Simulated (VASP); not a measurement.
A run of VASP 6.6.1 is set up as follows.

The input INCAR:

```
PREC = Accurate
ENCUT = 520
EDIFF = 1E-7
ISMEAR = 0
SIGMA = 0.03
LREAL = False
LASPH = True
NELM = 80
ALGO = Normal
ISIF = 2
LWAVE = False
LCHARG = True
GGA = PE
LELF = True
LVHAR = True
NBANDS = 27
```

The input KPOINTS:

```
Automatic mesh
0
Gamma
  12 12 2
```

Contents of POSCAR:

```
InO
1.0
    3.1773246972      0.0000000000      0.0000000000
   -1.5886623486      2.7516439038      0.0000000000
    0.0000000000      0.0000000000     15.8771000000
In O
2 2
Direct
    0.6666666667      0.3333333333      0.5900210000
    0.6666666667      0.3333333333      0.4099790000
    0.0000000000      0.0000000000      0.6398670000
    0.0000000000      0.0000000000      0.3601330000
```

Potentials or basis: VASP PAW PBE potentials, release 64 (In_d, O).

Command:

```console
$ cat potpaw_PBE.64/In_d/POTCAR potpaw_PBE.64/O/POTCAR > POTCAR
$ mpirun -np 1 vasp_std > vasp.out
```

**Question.** What does it give for the largest force?

**Answer.** 2.226 eV/Å.

**Question.** Estimate the band gap on the k mesh.

**Answer.** 0.19 eV (least direct gap 1.76 eV).

Forces in eV/Å, atoms in the order of the input:
```
In   0.000  0.000 -2.226
In   0.000  0.000  2.226
O    0.000  0.000  2.193
O    0.000  0.000 -2.193
```

Caveat: the cell differs from its parent crystal (strain -0.080 along x and y, +0.000 along z); there is no dipole correction, which matters where the two faces differ; semilocal functionals underestimate gaps, and a narrow one can read as zero; spin-orbit coupling is left out, which moves the levels of the heavy elements.
